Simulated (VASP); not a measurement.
# Mo in VASP: a series of runs

The runs below take Mo through single point, with PBEsol.

All numbers are computed with VASP 6.6.1; they aren't measurements. Logs are shortened: lines on timing, memory, paths and dates and some standing lists are left out, and cuts for length are marked.

### Step 1. The cell of the first run

The cell holds a slab with vacuum, 5 atoms: a = 3.135 Å, b = 3.135 Å, c = 18.270 Å, α = 90.00°, β = 90.00°, γ = 90.00°.

### Step 2. Single point, PBEsol

INCAR reads:

```
SYSTEM = Mo
PREC = Accurate
ENCUT = 520
EDIFF = 1E-6
ISMEAR = 1
SIGMA = 0.1
LREAL = .False.
LASPH = .True.
NELM = 80
ALGO = Normal
ISIF = 2
LWAVE = .False.
LCHARG = .False.
GGA = PS
NBANDS = 43
```

KPOINTS reads:

```
Automatic mesh
0
Gamma
  16 16 1
  0 0 0
```

POSCAR reads:

```
Mo
1.0
    3.1350000000      0.0000000000      0.0000000000
    0.0000000000      3.1350000000      0.0000000000
    0.0000000000      0.0000000000     18.2700000000
Mo
5
Direct
    0.0000000000      0.0000000000      0.3284072250
    0.5000000000      0.5000000000      0.4142036125
    0.0000000000      0.0000000000      0.5000000000
    0.5000000000      0.5000000000      0.5857963875
    0.0000000000      0.0000000000      0.6715927750
```

Potentials or basis: VASP PAW PBE potentials, release 64 (Mo_sv).

Run with:

```
> cat potpaw_PBE.64/Mo_sv/POTCAR > POTCAR
> mpirun -np 1 vasp_std > vasp.out
```

OUTCAR:

```text
SYSTEM = Mo
   PREC = Accurate
   ENCUT = 520
   EDIFF = 1E-6
   ISMEAR = 1
   LREAL = .False.
   LASPH = .True.
   NELM = 80
   ISIF = 2
   GGA = PS

 ion  position               nearest neighbor table
   1  0.000  0.000  0.328-   2 2.71   2 2.71   2 2.71   2 2.71   3 3.13
   2  0.500  0.500  0.414-   3 2.71   3 2.71   3 2.71   3 2.71   1 2.71   1 2.71   1 2.71   1 2.71
                             4 3.13
   3  0.000  0.000  0.500-   2 2.71   4 2.71   2 2.71   4 2.71   2 2.71   4 2.71   2 2.71   4 2.71
                             1 3.13   5 3.13
   4  0.500  0.500  0.586-   3 2.71   3 2.71   3 2.71   3 2.71   5 2.71   5 2.71   5 2.71   5 2.71
                             2 3.13
   5  0.000  0.000  0.672-   4 2.71   4 2.71   4 2.71   4 2.71   3 3.13

  LATTYP: Found a simple tetragonal cell.
 ALAT       =     3.1350000000
 C/A-ratio  =     5.8277511962

  Lattice vectors:

 A1 = (   3.1350000000,   0.0000000000,   0.0000000000)
 A2 = (   0.0000000000,   3.1350000000,   0.0000000000)
 A3 = (   0.0000000000,   0.0000000000,  18.2700000000)

Analysis of symmetry for initial positions (statically):
=====================================================================
 Subroutine PRICEL returns:
 Original cell was already a primitive cell.

 Routine SETGRP: Setting up the symmetry group for a
 simple tetragonal supercell.

 Subroutine GETGRP returns: Found 16 space group operations
 (whereof 16 operations were pure point group operations)
 out of a pool of 16 trial point group operations.

The static configuration has the point symmetry D_4h.

Analysis of symmetry for dynamics (positions and initial velocities):
=====================================================================
 Subroutine PRICEL returns:
 Original cell was already a primitive cell.

 Routine SETGRP: Setting up the symmetry group for a
 simple tetragonal supercell.

 Subroutine GETGRP returns: Found 16 space group operations
 (whereof 16 operations were pure point group operations)
 out of a pool of 16 trial point group operations.

The dynamic configuration has the point symmetry D_4h.

 Subroutine INISYM returns: Found 16 space group operations
 (whereof 16 operations are pure point group operations),
 and found     1 'primitive' translations

----------------------------------------------------------------------------------------

                                     Primitive cell

  volume of cell :     179.5617

  direct lattice vectors                    reciprocal lattice vectors
     3.135000000  0.000000000  0.000000000     0.318979266  0.000000000  0.000000000
     0.000000000  3.135000000  0.000000000     0.000000000  0.318979266  0.000000000
     0.000000000  0.000000000 18.270000000     0.000000000  0.000000000  0.054734537

  length of vectors
     3.135000000  3.135000000 18.270000000     0.318979266  0.318979266  0.054734537

  position of ions in fractional coordinates (direct lattice)
     0.000000000  0.000000000  0.328407225
     0.500000000  0.500000000  0.414203613
     0.000000000  0.000000000  0.500000000
     0.500000000  0.500000000  0.585796387
     0.000000000  0.000000000  0.671592775

  ion indices of the primitive-cell ions
   primitive index   ion index
                 1           1
                 2           2
                 3           3
                 4           4
                 5           5

----------------------------------------------------------------------------------------

 KPOINTS: Automatic mesh

Automatic generation of k-mesh.
 Grid dimensions read from file:
 generate k-points for:   16   16    1

 Generating k-lattice:

  Cartesian coordinates                     Fractional coordinates (reciprocal lattice)
     0.019936204  0.000000000  0.000000000     0.062500000  0.000000000  0.000000000
     0.000000000  0.019936204  0.000000000     0.000000000  0.062500000  0.000000000
     0.000000000  0.000000000  0.054734537     0.000000000  0.000000000  1.000000000

  Length of vectors
     0.019936204  0.019936204  0.054734537

  Shift w.r.t. Gamma in fractional coordinates (k-lattice)
     0.000000000  0.000000000  0.000000000

 Subroutine IBZKPT returns following result:
 ===========================================

 Found     45 irreducible k-points:

 Following reciprocal coordinates:
            Coordinates               Weight
  0.000000  0.000000  0.000000      1.000000
  0.062500  0.000000  0.000000      4.000000
  0.125000  0.000000  0.000000      4.000000
  0.187500  0.000000  0.000000      4.000000
  0.250000  0.000000  0.000000      4.000000
  0.312500  0.000000  0.000000      4.000000
[... 16 lines left out ...]
  0.437500  0.125000  0.000000      8.000000
  0.500000  0.125000  0.000000      4.000000
 [... further k-points ...]
   k-points           NKPTS =     45   k-points in BZ     NKDIM =     45   number of bands    NBANDS=     43
   number of dos      NEDOS =    301   number of ions     NIONS =      5
   total plane-waves  NPLWV =  80640
   dimension x,y,z NGX =    24 NGY =   24 NGZ =  140
   dimension x,y,z NGXF=    48 NGYF=   48 NGZF=  280
   ions per type =               5
   NGX,Y,Z   is equivalent  to a cutoff of  12.73, 12.73, 12.74 a.u.
   NGXF,Y,Z  is equivalent  to a cutoff of  25.45, 25.45, 25.48 a.u.
 SYSTEM =  Mo
   PREC   = accura    normal or accurate (medium, high low for compatibility)
   ISTART =      0    job   : 0-new  1-cont  2-samecut
   ICHARG =      2    charge: 1-file 2-atom 10-const
   ISPIN  =      1    spin polarized calculation?
   LNONCOLLINEAR =      F non collinear calculations
   LSORBIT =      F    spin-orbit coupling
   LASPH  =      T    aspherical Exc in radial PAW
   ENCUT  =  520.0 eV  38.22 Ry    6.18 a.u.   5.83  5.83 33.97*2*pi/ulx,y,z
   NELM   =     80;   NELMIN=  2; NELMDL= -5     # of ELM steps
   EDIFF  = 0.1E-05   stopping-criterion for ELM
   LREAL  =      F    real-space projection
   EDIFFG = 0.1E-04   stopping-criterion for IOM
   NSW    =      0    number of steps for IOM
   IBRION =     -1    ionic relax: 0-MD 1-quasi-New 2-CG
   NFREE  =      0    steps in history (QN), initial steepest desc. (CG)
   ISIF   =      2    stress and relaxation
   ISYM   =      2    0-nonsym 1-usesym 2-fastsym
   POTIM  = 0.5000    time-step for ionic-motion
   TEBEG  =    0.0;   TEEND  =   0.0 temperature during run
   PSTRESS=    0.0 pullay stress
   NELECT =      70.0000    total number of electrons
   NUPDOWN=      -1.0000    fix difference up-down
   EMIN   =  10.00;   EMAX   =-10.00  energy-range for DOS
   EFERMI =   0.00;   METHOD = LEGACY
   ISMEAR =     1;   SIGMA  =   0.10  broadening in eV -4-tet -1-fermi 0-gaus
   EFERMI_NEDOS =   21; number of points for ismear=-14 and -15
   IALGO  =     38    algorithm
   IMIX   =      4    mixing-type and parameters
     AMIX     =   0.40;   BMIX     =  1.00
     AMIX_MAG =   1.60;   BMIX_MAG =  1.00
  volume/ion in A,a.u.               =      35.91       242.35
  Fermi-wavevector in a.u.,A,eV,Ry     =   1.195922  2.259965 19.459463  1.430230
  Thomas-Fermi vector in A             =   2.331876
   LORBIT       =      0    0 simple, 1 ext, 2 COOP (PROOUT), +10 PAW based schemes
   GGA     = PS    functional components
   LHFCALC =     F    Hartree Fock is set to
   AEXX    =    0.0000 exact exchange contribution
   IVDW    =     0    specifies the selected vdW correction
   LEPSILON=     F    determine dielectric tensor
   LRPA    =     F    only Hartree local field effects (RPA)
 non-spin polarized calculation
 Methfessel and Paxton  Order N= 1 SIGMA  =   0.10
  energy-cutoff  :      520.00
  volume of cell :      179.56
 maximum number of plane-waves:      4880
 NGX is ok and might be reduce to    24
   NGX = 11   NGY = 11   NGZ = 67

 number of electron      69.9999995 magnetization

 Free energy of the ion-electron system (eV)
  ---------------------------------------------------
  ext. energy  EPLUGINS =         0.00000000
  ---------------------------------------------------
  free energy    TOTEN  =       -54.10931450 eV

  energy without entropy =      -54.10880998  energy(sigma->0) =      -54.10914633

 E-fermi :   3.1714     XC(G=0):  -7.1444

 val. band max:        3.1708818939   @ k =   0.0000   0.0000   0.0000
 cond. band min:       3.1818543229   @ k =   0.2500   0.1250   0.0000
 fundamental gap:      0.0109724291
 Fermi energy:         3.1713546523

 k-point     1 :       0.0000    0.0000    0.0000
  band No.  band energies     occupation
      1     -57.9502      2.00000
      2     -57.7100      2.00000
      3     -57.6343      2.00000
      4     -57.4585      2.00000
      5     -57.4372      2.00000
      6     -32.2336      2.00000
[... 35 lines left out ...]
     42       4.6404     -0.00000
     43       4.6404     -0.00000

 k-point     2 :       0.0625    0.0000    0.0000
  band No.  band energies     occupation
      1     -57.9463      2.00000
      2     -57.7070      2.00000
      3     -57.6335      2.00000
      4     -57.4598      2.00000
      5     -57.4396      2.00000
      6     -32.2425      2.00000
[... 35 lines left out ...]
     42       4.6215     -0.00000
     43       5.0558     -0.00000

 k-point     3 :       0.1250    0.0000    0.0000
  band No.  band energies     occupation
      1     -57.9347      2.00000
      2     -57.6984      2.00000
      3     -57.6312      2.00000
      4     -57.4638      2.00000
      5     -57.4468      2.00000
      6     -32.2739      2.00000
[... 35 lines left out ...]
     42       4.5934     -0.00000
     43       5.1353     -0.00000

 k-point     4 :       0.1875    0.0000    0.0000
  band No.  band energies     occupation
      1     -57.9166      2.00000
      2     -57.6848      2.00000
      3     -57.6279      2.00000
      4     -57.4704      2.00000
      5     -57.4582      2.00000
      6     -32.3311      2.00000
[... 863 lines left out ...]
     42       4.7700     -0.00000
     43       5.2418      0.00000

 k-point    23 :       0.4375    0.1250    0.0000
  band No.  band energies     occupation
      1     -57.8249      2.00000
      2     -57.6134      2.00000
      3     -57.6070      2.00000
      4     -57.5140      2.00000
      5     -57.5135      2.00000
      6     -32.5181      2.00000
[... 35 lines left out ...]
     42       4.9131     -0.00000
     43       5.4463      0.00000

 k-point    24 :       0.5000    0.1250    0.0000
  band No.  band energies     occupation
      1     -57.8194      2.00000
      2     -57.6129      2.00000
      3     -57.6010      2.00000
      4     -57.5179      2.00000
      5     -57.5176      2.00000
      6     -32.5298      2.00000
[... 35 lines left out ...]
     42       4.9311     -0.00000
     43       5.5954      0.00000

 [... further k-points ...]

------------------------ aborting loop because EDIFF is reached ----------------------------------------

  FORCE on cell =-STRESS in cart. coord.  units (eV):
  Direction    XX          YY          ZZ          XY          YZ          ZX
  --------------------------------------------------------------------------------------
  -------------------------------------------------------------------------------------
  Total       -8.8055600     -8.8055600     -5.2751016      0.0000000     -0.0000000     -0.0000000
  in kB      -78.5694886    -78.5694886    -47.0682198      0.0000000     -0.0000000     -0.0000000
  external PRESSURE =     -68.0690657 kB  Pullay stress =       0.0000000 kB

 VOLUME and BASIS-vectors are now :
 -----------------------------------------------------------------------------
  energy-cutoff  :      520.00
  volume of cell :      179.56
      direct lattice vectors                 reciprocal lattice vectors
     3.135000000  0.000000000  0.000000000     0.318979266  0.000000000  0.000000000
     0.000000000  3.135000000  0.000000000     0.000000000  0.318979266  0.000000000
     0.000000000  0.000000000 18.270000000     0.000000000  0.000000000  0.054734537

 POSITION                                       TOTAL-FORCE (eV/Angst)
 -----------------------------------------------------------------------------------
      0.00000      0.00000      6.00000         0.000000      0.000000      1.439829
      1.56750      1.56750      7.56750         0.000000     -0.000000     -1.206245
      0.00000      0.00000      9.13500         0.000000      0.000000      0.000000
      1.56750      1.56750     10.70250        -0.000000      0.000000      1.206245
      0.00000      0.00000     12.27000         0.000000      0.000000     -1.439829
 -----------------------------------------------------------------------------------
    total drift:                                0.000000     -0.000000      0.000000

  FREE ENERGIE OF THE ION-ELECTRON SYSTEM (eV)
  ---------------------------------------------------
  free  energy   TOTEN  =       -54.1093145047 eV

  energy  without entropy=      -54.1088099814  energy(sigma->0) =      -54.10914633
```

Run time: 3.5 min. Hardware: 1 thread of Intel Xeon 6975P-C (Granite Rapids), shared host; peak memory 0.41 GiB.

Results:

- Free energy: -54.1093 eV
- Largest force: 1.440 eV/Å
- Band gap on the k mesh: zero (bands 35 and 36 overlap by 1.81 eV)

Forces on the atoms (eV/Å):
```
Mo   0.000  0.000  1.440
Mo   0.000  0.000 -1.206
Mo   0.000  0.000  0.000
Mo   0.000  0.000  1.206
Mo   0.000  0.000 -1.440
```

Levels at points of the mesh, in eV from the Fermi level:
```tsv
k point	band 31	band 32	band 33	band 34	band 35	band 36	band 37	band 38	band 39	band 40
(0.00, 0.00, 0.00)	-0.97	-0.82	-0.82	-0.43	-0.07	-0.05	0.00	0.00	0.07	1.11
(0.50, 0.00, 0.00)	-1.27	-0.93	-0.81	-0.15	-0.08	0.03	0.61	1.09	1.23	1.32
(0.50, 0.50, 0.00)	-1.99	-0.53	-0.53	1.54	1.62	1.94	1.94	2.06	2.09	2.37
```

Caveat: there is no dipole correction, which matters where the two faces differ; the PAW data sets were made with another functional, which shifts forces and pressure a little.

### Step 3. Single point, PBEsol

INCAR reads:

```
SYSTEM = Mo
ALGO = Normal ; EDIFF = 1E-6
ENCUT = 520 ; GGA = PS
ISIF = 2 ; ISMEAR = 1
LASPH = .True. ; LCHARG = .False.
LREAL = .False. ; LWAVE = .False.
NBANDS = 43 ; NELM = 100
PREC = Accurate ; SIGMA = 0.1
```

KPOINTS reads:

```
k-points
0
Gamma
  16 16 1
  0 0 0
```

POSCAR reads:

```
Mo
1.0
    3.1350000000      0.0000000000      0.0000000000
    0.0000000000      3.1350000000      0.0000000000
    0.0000000000      0.0000000000     18.2700000000
Mo
5
Direct
    0.0000000000      0.0000000000      0.3377939910
    0.5000000000      0.5000000000      0.4127596484
    0.0000000000      0.0000000000      0.5000000000
    0.5000000000      0.5000000000      0.5872403516
    0.0000000000      0.0000000000      0.6622060090
```

Potentials or basis: VASP PAW PBE potentials, release 64 (Mo_sv).

Run with:

```
> cat potpaw_PBE.64/Mo_sv/POTCAR > POTCAR
> mpirun -np 1 vasp_std > vasp.out
```

Run time: 3.3 min. Hardware: 1 thread of Intel Xeon 6975P-C (Granite Rapids), shared host; peak memory 0.41 GiB.

The run converged. Its results:

| Quantity | Value |
| --- | --- |
| Free energy | -54.4020 eV |
| Largest force | 0.035 eV/Å |
| Band gap on the k mesh | zero (bands 35 and 36 overlap by 1.73 eV) |

Forces in eV/Å, atoms in the order of the input:
```
Mo   0.000  0.000 -0.035
Mo   0.000  0.000  0.003
Mo   0.000  0.000  0.000
Mo   0.000  0.000 -0.003
Mo   0.000  0.000  0.035
```

Levels at points of the mesh, in eV from the Fermi level:
| k point | band 32 | band 33 | band 34 | band 35 | band 36 | band 37 | band 38 | band 39 |
| --- | --- | --- | --- | --- | --- | --- | --- | --- |
| (0.00, 0.00, 0.00) | -0.80 | -0.80 | -0.66 | -0.15 | -0.15 | -0.05 | -0.04 | 0.10 |
| (0.50, 0.00, 0.00) | -1.16 | -0.94 | -0.25 | 0.13 | 0.49 | 0.99 | 1.19 | 1.30 |
| (0.50, 0.50, 0.00) | -0.79 | -0.79 | 1.31 | 1.51 | 1.79 | 1.79 | 1.92 | 2.25 |

Caveat: there is no dipole correction, which matters where the two faces differ; the PAW data sets were made with another functional, which shifts forces and pressure a little.
